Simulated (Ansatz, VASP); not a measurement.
**SrCu2Sb2 in VASP and in Ansatz**

```
Sr Cu Sb
1.0
     4.37577    0.00000    0.00000
     0.00000    4.37577    0.00000
     0.00000    0.00000   10.31055
Sr Cu Sb
2 4 4
Direct
  0.50000 0.00000 0.23661
  0.00000 0.50000 0.76339
  0.50000 0.00000 0.63291
  0.00000 0.00000 0.00000
  0.00000 0.50000 0.36709
  0.50000 0.50000 0.00000
  0.00000 0.50000 0.12853
  0.50000 0.50000 0.50000
  0.00000 0.00000 0.50000
  0.50000 0.00000 0.87147
```

Alike in both runs: task single point; functional LDA; k mesh 6 × 6 × 3; no spin polarisation.

|  | VASP | Ansatz |
| --- | --- | --- |
| version | VASP 6.6.1 | Ansatz 0.2.0 |
| potentials or method | VASP PAW LDA potentials, release 64 (Sr_sv, Cu, Sb), cutoff 520 eV | plane waves, PAW |
| occupations | methfessel-paxton of order 1, width 0.1 eV | methfessel-paxton of order 1 |
| valence electrons in the cell | 84 | 156 |

VASP gave:

| Quantity | Value |
| --- | --- |
| pressure (GPa) | 6.2 |
| traceless stress, the component that is largest in VASP (GPa) | -0.02 |

Problem. Which values does Ansatz return?

Solution. Pressure (GPa): 5.6; traceless stress, the component that is largest in VASP (GPa): -0.06.

LDA's correlation is that of Perdew and Zunger in VASP and of Perdew and Wang (1992) in Ansatz. VASP's potentials hold 84 valence electrons a cell and Ansatz's 156, so a difference there can come from the potentials and not from the codes.

Spin-orbit coupling is off throughout.
